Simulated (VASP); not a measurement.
# MnS: single point with PBE

Crystal: MnS.

```
Mn S
1.0
     0.00000    2.36153    2.36153
     2.36153    0.00000    2.36153
     2.36153    2.36153    0.00000
Mn S
1 1
Direct
  0.00000 0.00000 0.00000
  0.50000 0.50000 0.50000
```

This cell differs from its parent crystal: volume scaled by 1.020.

```json
{
  "Program": "VASP 6.6.1",
  "Task": "single point",
  "Functional": "PBE",
  "Potentials or basis": "VASP PAW PBE potentials, release 64 (Mn_pv, S)",
  "Cutoff": "520 eV",
  "k mesh": "12 × 12 × 12",
  "Occupations": "gaussian, width 0.05 eV",
  "Spin": "no spin polarisation",
  "Dipole correction": "no",
  "Further INCAR settings": "ALGO = Normal; EDIFF = 1e-07; NBANDS = 16"
}
```

```
Pressure : -2.8 GPa
```

Levels at points of the mesh, in eV from the Fermi level:
| k point | band 7 | band 8 | band 9 | band 10 | band 11 | band 12 |
| --- | --- | --- | --- | --- | --- | --- |
| (0.00, 0.00, 0.00) | -1.77 | -1.61 | -1.61 | -1.61 | -1.46 | -1.46 |
| (0.50, 0.00, 0.00) | -4.90 | -0.31 | -0.31 | 0.15 | 3.25 | 3.25 |
| (0.50, 0.50, 0.00) | -3.91 | -2.98 | -0.89 | 0.00 | 0.00 | 0.65 |

It took 27 s on 1 thread of Intel(R) Xeon(R) Platinum 8488C (Sapphire Rapids), on a shared host, peak memory 0.17 GiB.

Caveat: the run has no spin polarisation, though such a crystal can be magnetic; semilocal functionals often make such compounds metallic where correlation or magnetic order opens a gap, which also shifts bond lengths. Spin polarisation is off, so any magnetic state and its effect on volume and gap are missing.
